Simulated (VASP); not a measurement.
SiC, 2 atoms in the cell. Symmetry: Fm-3m, No. 225, cubic system. The conventional cell has a = 4.034 Å, b = 4.034 Å, c = 4.034 Å, α = 90.00°, β = 90.00°, γ = 90.00°. Si (site symmetry m-3m) has 6 C at 2.02 Å within 2.7 Å. Within 2.7 Å of C (site symmetry m-3m) lie 6 Si at 2.02 Å. 

* Program: VASP 6.6.1
* Task: single point
* Functional: PBEsol
* Potentials or basis: VASP PAW PBE potentials, release 64 (Si, C)
* Cutoff: 520 eV
* k mesh: 10 × 10 × 10
* Occupations: gaussian, width 0.1 eV
* Spin: no spin polarisation
* Dipole correction: no
* Further INCAR settings: ALGO = Normal; EDIFF = 1e-06; NBANDS = 11

Potentials or basis: VASP PAW PBE potentials, release 64 (Si, C).

Command:

```bash
$ cat potpaw_PBE.64/Si/POTCAR potpaw_PBE.64/C/POTCAR > POTCAR
$ mpirun -np 1 vasp_std > vasp.out
```

Hardware: 1 thread of Intel(R) Xeon(R) 6975P-C (Granite Rapids) (shared host).

Task: How long does it take, and how much memory?

Result: Run time: 3.2 s on 1 thread of Intel(R) Xeon(R) 6975P-C (Granite Rapids), on a shared host, peak memory 0.13 GiB. Counts: scf iterations 11, k points 47.
